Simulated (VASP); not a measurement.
# Gd (P6_3/mmc) in VASP: relaxation of shape and atoms at fixed volume with PBE+U

Aim: the relaxation of shape and atoms at fixed volume of Gd with PBE+U.

All numbers are computed with VASP 6.6.1; they aren't measurements. Logs are shortened: lines on timing, memory, paths and dates and some standing lists are left out, and cuts for length are marked.

**1. The cell of the first run**

It takes space group P6_3/mmc (No. 194, hexagonal). The conventional cell has a = 3.604 Å, b = 3.604 Å, c = 5.769 Å, α = 90.00°, β = 90.00°, γ = 120.00°. Gd (site symmetry -6m2) has 12 Gd at 3.56 to 3.60 Å within 4.7 Å.

**2. Relaxation of shape and atoms at fixed volume, PBE+U, collinear spin, ferromagnetic start (32.44 Å³/atom)**

INCAR reads:

```
SYSTEM = Gd
PREC = Accurate
ENCUT = 600
EDIFF = 1E-7
ISMEAR = 0
SIGMA = 0.05
LREAL = .False.
LASPH = .True.
NELM = 200
ALGO = Normal
ISIF = 4
LWAVE = .False.
LCHARG = .False.
ISPIN = 2
MAGMOM = 8.24 8.24
LORBIT = 11
LMAXMIX = 6
LDAU = .True.
LDAUTYPE = 2
LDAUL = 3
LDAUU = 6
LDAUJ = 0
LDAUPRINT = 1
GGA = PE
IBRION = 2
NSW = 60
EDIFFG = -0.01
GGA_COMPAT = .False.
NELMIN = 4
KPAR = 4
```

KPOINTS reads:

```
regular mesh
0
Gamma
  14 14 8
  0 0 0
```

POSCAR reads:

```
Gd
1.0
    3.6039998423      0.0000000000      0.0000000000
   -1.8019999211      3.1211554187      0.0000000000
    0.0000000000      0.0000000000      5.7685702028
Gd
2
Direct
    0.3333333333      0.6666666667      0.2500000000
    0.6666666667      0.3333333333      0.7500000000
```

Potentials or basis: VASP PAW PBE potentials, release 64 (Gd).

Run with:

```bash
$ cat potpaw_PBE.64/Gd/POTCAR > POTCAR
$ mpirun -np 4 vasp_std > vasp.out
```

OUTCAR:

```text
SYSTEM = Gd
   PREC = Accurate
   ENCUT = 600
   EDIFF = 1E-7
   ISMEAR = 0
   LREAL = .False.
   LASPH = .True.
   NELM = 200
   ISIF = 4
   ISPIN = 2
   LORBIT = 11
   GGA = PE
   IBRION = 2
   NSW = 60
   EDIFFG = -0.01
   NELMIN = 4

 ion  position               nearest neighbor table
   1  0.333  0.667  0.250-   2 3.56   2 3.56   2 3.56   2 3.56   2 3.56   2 3.56
   2  0.667  0.333  0.750-   1 3.56   1 3.56   1 3.56   1 3.56   1 3.56   1 3.56

  LATTYP: Found a hexagonal cell.
 ALAT       =     3.6039998423
 C/A-ratio  =     1.6006022351

  Lattice vectors:

 A1 = (   3.6039998423,   0.0000000000,   0.0000000000)
 A2 = (  -1.8019999211,   3.1211554187,   0.0000000000)
 A3 = (   0.0000000000,   0.0000000000,   5.7685702028)

Analysis of symmetry for initial positions (statically):
=====================================================================
 Subroutine PRICEL returns:
 Original cell was already a primitive cell.

 Routine SETGRP: Setting up the symmetry group for a
 hexagonal supercell.

 Subroutine GETGRP returns: Found 24 space group operations
 (whereof 12 operations were pure point group operations)
 out of a pool of 24 trial point group operations.

The static configuration has the point symmetry D_3d.
 The point group associated with its full space group is D_6h.

Analysis of symmetry for dynamics (positions and initial velocities):
=====================================================================
 Subroutine PRICEL returns:
 Original cell was already a primitive cell.

 Routine SETGRP: Setting up the symmetry group for a
 hexagonal supercell.

[... 238 lines left out ...]
  o =  0.9895  v = -0.0000  0.0000 -0.0000 -0.0000 -0.0000  0.0000  1.0000  0.0000  0.0000  0.0000  0.0000  0.0000  0.0000  0.0000      0.0000  0.0000  0.0000  0.0000  0.0000  0.0000  0.0000  0.0000  0.0000  0.0000  0.0000  0.0000  0.0000  0.0000
  o =  0.9896  v =  0.0000 -0.0000 -0.4734  0.0000  0.8809 -0.0000  0.0000  0.0000  0.0000  0.0000  0.0000  0.0000  0.0000  0.0000      0.0000  0.0000  0.0000  0.0000  0.0000  0.0000  0.0000  0.0000  0.0000  0.0000  0.0000  0.0000  0.0000  0.0000
  o =  0.9896  v =  0.0000  0.0000 -0.8809 -0.0000 -0.4734  0.0000 -0.0000  0.0000  0.0000  0.0000  0.0000  0.0000  0.0000  0.0000      0.0000  0.0000  0.0000  0.0000  0.0000  0.0000  0.0000  0.0000  0.0000  0.0000  0.0000  0.0000  0.0000  0.0000
  o =  0.9900  v =  0.0000 -1.0000  0.0000 -0.0000 -0.0000  0.0062  0.0000  0.0000  0.0000  0.0000  0.0000  0.0000  0.0000  0.0000      0.0000  0.0000  0.0000  0.0000  0.0000  0.0000  0.0000  0.0000  0.0000  0.0000  0.0000  0.0000  0.0000  0.0000
  o =  0.9900  v = -0.0000 -0.0062 -0.0000  0.0000 -0.0000 -1.0000  0.0000  0.0000  0.0000  0.0000  0.0000  0.0000  0.0000  0.0000      0.0000  0.0000  0.0000  0.0000  0.0000  0.0000  0.0000  0.0000  0.0000  0.0000  0.0000  0.0000  0.0000  0.0000
  o =  0.9906  v =  0.0000 -0.0000 -0.0000  1.0000 -0.0000  0.0000  0.0000  0.0000  0.0000  0.0000  0.0000  0.0000  0.0000  0.0000      0.0000  0.0000  0.0000  0.0000  0.0000  0.0000  0.0000  0.0000  0.0000  0.0000  0.0000  0.0000  0.0000  0.0000
  o =  0.9907  v =  1.0000  0.0000  0.0000 -0.0000 -0.0000 -0.0000  0.0000  0.0000  0.0000  0.0000  0.0000  0.0000  0.0000  0.0000      0.0000  0.0000  0.0000  0.0000  0.0000  0.0000  0.0000  0.0000  0.0000  0.0000  0.0000  0.0000  0.0000  0.0000

 number of electron      36.0000003 magnetization      15.5723804

 Free energy of the ion-electron system (eV)
  ---------------------------------------------------
  ext. energy  EPLUGINS =         0.00000000
  ---------------------------------------------------
  free energy    TOTEN  =       -22.83057006 eV

  energy without entropy =      -22.82823582  energy(sigma->0) =      -22.82940294

 E-fermi :   3.1664     XC(G=0): -10.0639

 val. band max:        3.1653939506   @ k =   0.2143   0.1429   0.0000
 cond. band min:       3.1714905446   @ k =   0.2143  -0.0000   0.0000
 fundamental gap:      0.0060965940
 Fermi energy:         3.1663557393

 spin component 1

 k-point     1 :       0.0000    0.0000    0.0000
  band No.  band energies     occupation
      1     -42.3527      1.00000
      2     -42.2800      1.00000
      3     -20.0832      1.00000
      4     -19.4377      1.00000
      5     -19.4377      1.00000
      6     -19.3295      1.00000
[... 1577 lines left out ...]
     29       6.9028      0.00000
     30       9.0194      0.00000

 [... further k-points ...]

------------------------ aborting loop because EDIFF is reached ----------------------------------------

  FORCE on cell =-STRESS in cart. coord.  units (eV):
  Direction    XX          YY          ZZ          XY          YZ          ZX
  --------------------------------------------------------------------------------------
  -------------------------------------------------------------------------------------
  Total        0.7353714      0.7353714      0.7625616      0.0000000     -0.0000000     -0.0000000
  in kB       18.1572036     18.1572036     18.8285620      0.0000000     -0.0000000     -0.0000000
  external PRESSURE =      18.3809898 kB  Pullay stress =       0.0000000 kB

 VOLUME and BASIS-vectors are now :
 -----------------------------------------------------------------------------
  energy-cutoff  :      600.00
  volume of cell :       64.89
      direct lattice vectors                 reciprocal lattice vectors
     3.603999842  0.000000000  0.000000000     0.277469490  0.160197085  0.000000000
    -1.801999921  3.121155419  0.000000000     0.000000000  0.320394170  0.000000000
     0.000000000  0.000000000  5.768570203     0.000000000  0.000000000  0.173353182

 POSITION                                       TOTAL-FORCE (eV/Angst)
 -----------------------------------------------------------------------------------
     -0.00000      2.08077      1.44214        -0.000000      0.000000      0.000000
      1.80200      1.04039      4.32643         0.000000     -0.000000      0.000000
 -----------------------------------------------------------------------------------
    total drift:                               -0.000000      0.000000     -0.000000

  FREE ENERGIE OF THE ION-ELECTRON SYSTEM (eV)
  ---------------------------------------------------
  free  energy   TOTEN  =       -22.8305700580 eV

  energy  without entropy=      -22.8282358207  energy(sigma->0) =      -22.82940294

 reached required accuracy - stopping structural energy minimisation

 total charge

# of ion       s       p       d       f       tot
--------------------------------------------------
    1        2.076   5.572   0.608   6.929  15.186
    2        2.076   5.572   0.608   6.929  15.186
--------------------------------------------------
tot          4.152  11.144   1.217  13.859  30.372

 magnetization (x)

# of ion       s       p       d       f       tot
--------------------------------------------------
    1        0.004  -0.054   0.244   6.920   7.114
    2        0.004  -0.054   0.244   6.920   7.114
--------------------------------------------------
tot          0.008  -0.107   0.487  13.840  14.228
```

CONTCAR:

```text
Gd
   1.00000000000000
     3.6039998422999999    0.0000000000000000    0.0000000000000000
    -1.8019999211000000    3.1211554186999999    0.0000000000000000
     0.0000000000000000    0.0000000000000000    5.7685702028000003
  Gd
     2
Direct
     0.3333333332999970    0.6666666667000030    0.2500000000000000
     0.6666666667000030    0.3333333332999970    0.7500000000000000

  0.00000000E+00  0.00000000E+00  0.00000000E+00
  0.00000000E+00  0.00000000E+00  0.00000000E+00
```

Wall time 2.3 min (4 MPI ranks of AMD EPYC 9R45 (Zen 5), shared host); peak memory 0.53 GiB.

What came out:

```
Free energy                                           : -22.8306 eV
Pressure after relaxing                               : 1.8 GPa
Net moment                                            : 15.57 μB per cell
Site moments                                          : Gd +7.11 μB
Valence electrons inside the program's atomic spheres : Gd 15.19
```

Final structure:
```cif
data_structure
_symmetry_space_group_name_H-M 'P 1'
_symmetry_Int_Tables_number 1
_cell_length_a 3.6040
_cell_length_b 3.6040
_cell_length_c 5.7686
_cell_angle_alpha 90.000
_cell_angle_beta 90.000
_cell_angle_gamma 120.000
_cell_volume 64.89
loop_
_atom_site_label
_atom_site_type_symbol
_atom_site_fract_x
_atom_site_fract_y
_atom_site_fract_z
_atom_site_occupancy
Gd1 Gd 0.33333 0.66667 0.25000 1
Gd2 Gd 0.66667 0.33333 0.75000 1
```

Levels at points of the mesh, in eV from the Fermi level:
Spin up:
| k point | band 22 | band 23 | band 24 | band 25 | band 26 | band 27 | band 28 | band 29 | band 30 |
| --- | --- | --- | --- | --- | --- | --- | --- | --- | --- |
| (0.00, 0.00, 0.00) | -7.99 | -5.24 | -2.68 | 0.92 | 1.20 | 1.20 | 1.31 | 1.82 | 1.82 |
| (0.50, 0.00, 0.00) | -8.00 | -2.32 | -1.93 | -1.48 | -0.19 | 0.93 | 0.96 | 1.64 | 5.08 |
| (0.00, 0.00, 0.50) | -7.99 | -3.74 | -3.74 | 0.30 | 0.30 | 1.12 | 1.12 | 1.12 | 1.12 |
| (0.50, 0.00, 0.50) | -8.02 | -2.34 | -2.34 | -0.66 | -0.66 | 1.38 | 1.38 | 2.46 | 2.46 |
Spin down:
| k point | band 6 | band 7 | band 8 | band 9 | band 10 | band 11 | band 12 | band 13 | band 14 | band 15 |
| --- | --- | --- | --- | --- | --- | --- | --- | --- | --- | --- |
| (0.00, 0.00, 0.00) | -20.05 | -20.05 | -20.05 | -4.28 | -1.54 | 1.80 | 2.23 | 2.23 | 2.31 | 2.79 |
| (0.50, 0.00, 0.00) | -20.37 | -20.28 | -20.15 | -1.13 | -1.02 | -0.68 | 0.93 | 1.95 | 1.99 | 2.63 |
| (0.00, 0.00, 0.50) | -20.12 | -20.12 | -20.12 | -2.71 | -2.71 | 1.33 | 1.33 | 2.23 | 2.23 | 2.23 |
| (0.50, 0.00, 0.50) | -20.28 | -20.26 | -20.26 | -1.46 | -1.46 | 0.50 | 0.50 | 2.17 | 2.17 | 2.90 |

Eigenvalues of the final occupation matrices:
| site | spin | trace | eigenvalues |
| --- | --- | --- | --- |
| site 1 f | 1 | 6.93 | 0.99 0.99 0.99 0.99 0.99 0.99 0.99 |
| site 1 f | 2 | 0.00 | 0.00 0.00 0.00 0.00 0.00 0.00 0.00 |
| site 2 f | 1 | 6.93 | 0.99 0.99 0.99 0.99 0.99 0.99 0.99 |
| site 2 f | 2 | 0.00 | 0.00 0.00 0.00 0.00 0.00 0.00 0.00 |

Caveat: spin-orbit coupling is left out, which moves the levels of the heavy elements.
